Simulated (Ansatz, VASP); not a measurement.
**Two plane-wave programs on Ag**

The input INCAR:

```
ALGO = Normal
EDIFF = 1E-7
EDIFFG = -0.001
ENCUT = 500
GGA = PE
GGA_COMPAT = False
IBRION = 2
ISIF = 3
ISMEAR = -1
LASPH = True
LCHARG = False
LREAL = False
LWAVE = False
NELM = 120
NELMIN = 4
NSW = 80
PREC = Accurate
SIGMA = 0.15
```

The input KPOINTS:

```
k-points
0
Gamma
  20 20 20
```

Contents of POSCAR:

```
Ag
1.0
    0.0000000000      2.0735892923      2.0735892923
    2.0735892923      0.0000000000      2.0735892923
    2.0735892923      2.0735892923      0.0000000000
Ag
1
Direct
    0.0000000000      0.0000000000      0.0000000000
```

Input for Ansatz:

```yaml
crystal:
  lattice:
    - [0.0, 2.0735892913, 2.0735892913]
    - [2.0735892913, 0.0, 2.0735892913]
    - [2.0735892913, 2.0735892913, 0.0]
  atoms:
    - { symbol: Ag, position: [0.0, 0.0, 0.0] }
basis:
  ecutwfc: 420
kpoints:
  mp_grid: { grid: [20, 20, 20] }
hamiltonian:
  xc: pbe
scf:
  occupations: { method: fermi_dirac, width: 0.15 }
output:
  forces: true
  stress: true
  eigenvalues: true
  write_density: true
  write_potential: true
  elf: true
  volumetric_format: npy
relax:
  adjacent_minimum: "off"
  f_tol: 0.001
  max_steps: 60
  cell: { stress_tol: 0.01 }
```

Alike in both runs: task relaxation of cell and atoms; functional PBE; k mesh 20 × 20 × 20; occupations fermi-dirac, width 0.15 eV; no spin polarisation.

|  | VASP | Ansatz |
| --- | --- | --- |
| version | VASP 6.6.1 | Ansatz 0.2.0 |
| potentials or method | VASP PAW PBE potentials, release 64 (Ag), cutoff 500 eV | scalar-relativistic, plane waves, PAW |
| valence electrons in the cell | 11 | 19 |

```tsv
	VASP	Ansatz	Ansatz less VASP
gap on the k mesh at the Fermi level, each at its own relaxed structure (eV)	none	none	-
relaxed volume (Å³/atom)	17.83	17.85	+0.015
relaxed cell length with the largest relative difference (Å)	2.933	2.933	+0.0008
```

A gap of «none» marks a metal or a gap that the smearing closes. VASP's potentials hold 11 valence electrons a cell and Ansatz's 19, so a difference there can come from the potentials and not from the codes.

Noted on VASP's run: the relaxation stopped at its first step, so nothing moved.
